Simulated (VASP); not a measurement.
Write the native input for VASP 6.6.1 that does the following.

| Item | Value |
| --- | --- |
| Task | single point |
| Functional | r2SCAN |
| Potentials or basis | VASP PAW PBE potentials, release 64 (Cd, Te) |
| Cutoff | 520 eV |
| k mesh | 8 × 8 × 8 |
| Occupations | gaussian, width 0.05 eV |
| Spin | no spin polarisation |
| Dipole correction | no |
| Further INCAR settings | ALGO = Normal; EDIFF = 1e-07; NBANDS = 16 |

Crystal: CdTe.

```
CELL_PARAMETERS angstrom
0.00000 3.36525 3.20500
3.36525 0.00000 3.20500
3.36525 3.36525 0.00000
ATOMIC_POSITIONS crystal
Cd 0.00000 0.00000 0.00000
Te 0.75000 0.75000 0.75000
```

This cell differs from its parent crystal: strain +0.050 along x and y, +0.000 along z.

The input as run:

POSCAR

```
CdTe
1.0
    0.0000000000      3.3652500000      3.2050000000
    3.3652500000      0.0000000000      3.2050000000
    3.3652500000      3.3652500000      0.0000000000
Cd Te
1 1
Direct
    0.0000000000      0.0000000000      0.0000000000
    0.7500000000      0.7500000000      0.7500000000
```

INCAR.step1

```
ALGO = Normal ; EDIFF = 1E-4
ENCUT = 520 ; GGA = PE
ISMEAR = 0 ; LASPH = T
LCHARG = F ; LREAL = F
LWAVE = T ; NBANDS = 16
NELM = 60 ; PREC = Accurate
SIGMA = 0.05
```

INCAR.step2

```
ALGO = Normal ; EDIFF = 1E-7
ENCUT = 520 ; ISIF = 2
ISMEAR = 0 ; ISTART = 1
LASPH = T ; LCHARG = F
LMIXTAU = T ; LREAL = F
LWAVE = F ; METAGGA = R2SCAN
NBANDS = 16 ; NELM = 60
PREC = Accurate ; SIGMA = 0.05
```

KPOINTS

```
k-points
0
Gamma
  8 8 8
```

Potentials or basis: VASP PAW PBE potentials, release 64 (Cd, Te).

The run is started by

```console
$ cat potpaw_PBE.64/Cd/POTCAR potpaw_PBE.64/Te/POTCAR > POTCAR
$ cp INCAR.step1 INCAR
$ mpirun -np 1 vasp_std > vasp.out
$ cp INCAR.step2 INCAR
$ mpirun -np 1 vasp_std > vasp.out
```

It gave:

| Property | Result |
| --- | --- |
| Pressure | -1.0 GPa |
| Band gap on the k mesh | 0.96 eV, direct |

Caveat: the cell differs from its parent crystal (strain +0.050 along x and y, +0.000 along z); the PAW data sets were made with another functional, which shifts forces and pressure a little; spin-orbit coupling is left out, which moves the levels of the heavy elements.

It took 4.8 min on 1 thread of Intel(R) Xeon(R) Platinum 8175M CPU @ 2.50GHz (Skylake/Cascade Lake) (shared host), peak memory 0.26 GiB.
